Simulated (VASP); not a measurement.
# C (Fd-3m) in VASP: notebook, part 2 of 2

VASP 6.6.1. Earlier steps stand in the parts before.

**6. Single point, LDA (volume 5.241 Å^3 an atom, c/a of the conventional cell 1.0000)**

Input file INCAR:

```
PREC = Accurate ; ENCUT = 520
EDIFF = 1E-6 ; ISMEAR = 0
SIGMA = 0.05 ; LREAL = F
LASPH = T ; NELM = 80
ALGO = Normal ; ISIF = 2
LWAVE = F ; LCHARG = F
NBANDS = 11
```

Input file KPOINTS:

```
regular mesh
0
Gamma
  12 12 12
```

Input file POSCAR:

```
C
1.0
    0.0000000000      1.7370196039      1.7370196039
    1.7370196039      0.0000000000      1.7370196039
    1.7370196039      1.7370196039      0.0000000000
C
2
Direct
    0.5000000000      0.5000000000      0.5000000000
    0.7500000000      0.7500000000      0.7500000000
```

Potentials or basis: VASP PAW LDA potentials, release 64 (C).

Started as:

```
cat potpaw_LDA.64/C/POTCAR > POTCAR
mpirun -np 1 vasp_std > vasp.out
```

OUTCAR:

```text
PREC = Accurate
   ENCUT = 520
   EDIFF = 1E-6
   ISMEAR = 0
   LREAL = F
   LASPH = T
   NELM = 80
   ISIF = 2

 ion  position               nearest neighbor table
   1  0.500  0.500  0.500-   2 1.50   2 1.50   2 1.50   2 1.50
   2  0.750  0.750  0.750-   1 1.50   1 1.50   1 1.50   1 1.50

  LATTYP: Found a face centered cubic cell.
 ALAT       =     3.4740392078

  Lattice vectors:

 A1 = (   0.0000000000,   1.7370196039,   1.7370196039)
 A2 = (   1.7370196039,   0.0000000000,   1.7370196039)
 A3 = (   1.7370196039,   1.7370196039,   0.0000000000)

Analysis of symmetry for initial positions (statically):
=====================================================================
 Subroutine PRICEL returns:
 Original cell was already a primitive cell.

 Routine SETGRP: Setting up the symmetry group for a
 face centered cubic supercell.

 Subroutine GETGRP returns: Found 48 space group operations
 (whereof 24 operations were pure point group operations)
 out of a pool of 48 trial point group operations.

The static configuration has the point symmetry T_d .
 The point group associated with its full space group is O_h .

Analysis of symmetry for dynamics (positions and initial velocities):
=====================================================================
 Subroutine PRICEL returns:
 Original cell was already a primitive cell.

 Routine SETGRP: Setting up the symmetry group for a
 face centered cubic supercell.

 Subroutine GETGRP returns: Found 48 space group operations
 (whereof 24 operations were pure point group operations)
 out of a pool of 48 trial point group operations.

The dynamic configuration has the point symmetry T_d .
 The point group associated with its full space group is O_h .

 Subroutine INISYM returns: Found 48 space group operations
 (whereof 24 operations are pure point group operations),
 and found     1 'primitive' translations

[... 116 lines left out ...]
  Fermi-wavevector in a.u.,A,eV,Ry     =   1.496087  2.827194 30.453588  2.238276
  Thomas-Fermi vector in A             =   2.608148
   LORBIT       =      0    0 simple, 1 ext, 2 COOP (PROOUT), +10 PAW based schemes
   GGA     = CA    functional components
   LHFCALC =     F    Hartree Fock is set to
   AEXX    =    0.0000 exact exchange contribution
   IVDW    =     0    specifies the selected vdW correction
   LEPSILON=     F    determine dielectric tensor
   LRPA    =     F    only Hartree local field effects (RPA)
 non-spin polarized calculation
 Gauss-broadening in eV      SIGMA  =   0.05
  energy-cutoff  :      520.00
  volume of cell :       10.48
 maximum number of plane-waves:       295
   NGX =  9   NGY =  9   NGZ =  9

 number of electron       7.9999999 magnetization

 Free energy of the ion-electron system (eV)
  ---------------------------------------------------
  ext. energy  EPLUGINS =         0.00000000
  ---------------------------------------------------
  free energy    TOTEN  =       -20.19795087 eV

  energy without entropy =      -20.19795087  energy(sigma->0) =      -20.19795087

 E-fermi :  11.1316     XC(G=0): -13.8856

 val. band max:       10.9142869261   @ k =   0.0000   0.0000   0.0000
 cond. band min:      15.2376818971   @ k =   0.3333   0.3333   0.0000
 fundamental gap:      4.3233949710
 Fermi energy:        11.1315828602

 k-point     1 :       0.0000    0.0000    0.0000
  band No.  band energies     occupation
      1     -11.4859      2.00000
      2      10.9143      2.00000
      3      10.9143      2.00000
      4      10.9143      2.00000
      5      16.6804      0.00000
      6      16.6804      0.00000
      7      16.6804      0.00000
      8      26.3202      0.00000
      9      30.9887      0.00000
     10      38.4463      0.00000
     11      38.4463      0.00000
[... 309 lines left out ...]
 k-point    24 :      -0.4167    0.1667    0.0000
  band No.  band energies     occupation
      1      -4.8072      2.00000
      2      -2.3745      2.00000
      3       5.1482      2.00000
      4       7.0576      2.00000
      5      18.7057      0.00000
      6      21.5791      0.00000
      7      23.2412      0.00000
      8      27.1193      0.00000
      9      31.0349      0.00000
     10      35.8874      0.00000
     11      36.7337      0.00000

 [... further k-points ...]
[... 5 lines left out ...]
  --------------------------------------------------------------------------------------
  -------------------------------------------------------------------------------------
  Total        1.7764348      1.7764348      1.7764348     -0.0000000      0.0000000      0.0000000
  in kB      271.5286742    271.5286742    271.5286742     -0.0000000      0.0000000      0.0000000
  external PRESSURE =     271.5286742 kB  Pullay stress =       0.0000000 kB

 VOLUME and BASIS-vectors are now :
 -----------------------------------------------------------------------------
  energy-cutoff  :      520.00
  volume of cell :       10.48
      direct lattice vectors                 reciprocal lattice vectors
     0.000000000  1.737019604  1.737019604    -0.287849371  0.287849371  0.287849371
     1.737019604  0.000000000  1.737019604     0.287849371 -0.287849371  0.287849371
     1.737019604  1.737019604  0.000000000     0.287849371  0.287849371 -0.287849371

 POSITION                                       TOTAL-FORCE (eV/Angst)
 -----------------------------------------------------------------------------------
      1.73702      1.73702      1.73702        -0.000000     -0.000000      0.000000
      2.60553      2.60553      2.60553         0.000000      0.000000     -0.000000
 -----------------------------------------------------------------------------------
    total drift:                                0.000000     -0.000000      0.000000

  FREE ENERGIE OF THE ION-ELECTRON SYSTEM (eV)
  ---------------------------------------------------
  free  energy   TOTEN  =       -20.1979508663 eV

  energy  without entropy=      -20.1979508663  energy(sigma->0) =      -20.19795087
```

Wall time 5.1 s (1 thread of AMD EPYC 7R13 (Zen 3), shared host); peak memory 0.08 GiB.

What came out:

```yaml
Free_energy: -20.1980 eV
Pressure: 27.2 GPa
Band_gap_on_the_k_mesh: 4.32 eV, indirect (least direct gap 5.77 eV)
```

 A k mesh can miss the band edges.

**7. The runs side by side**

| cell | gap on the mesh (eV) | pressure (GPa) |
| --- | --- | --- |
| a = 2.393 Å, angles 60.0°, 2 atoms | 4.53 | 77.6 |
| a = 2.415 Å, angles 60.0°, 2 atoms | 4.46 | 58.9 |
| a = 2.477 Å, angles 60.0°, 2 atoms | 4.26 | 13.7 |
| a = 2.436 Å, angles 60.0°, 2 atoms | 4.39 | 42.1 |
| a = 2.457 Å, angles 60.0°, 2 atoms | 4.32 | 27.2 |

Alike in all rows: task single point; level LDA; potentials or basis VASP PAW LDA potentials, release 64 (C); no spin polarisation; k mesh 12 × 12 × 12; cutoff (eV) 520; smearing gaussian 0.05 eV.

Absolute energies hang on the potentials; compare differences alone.
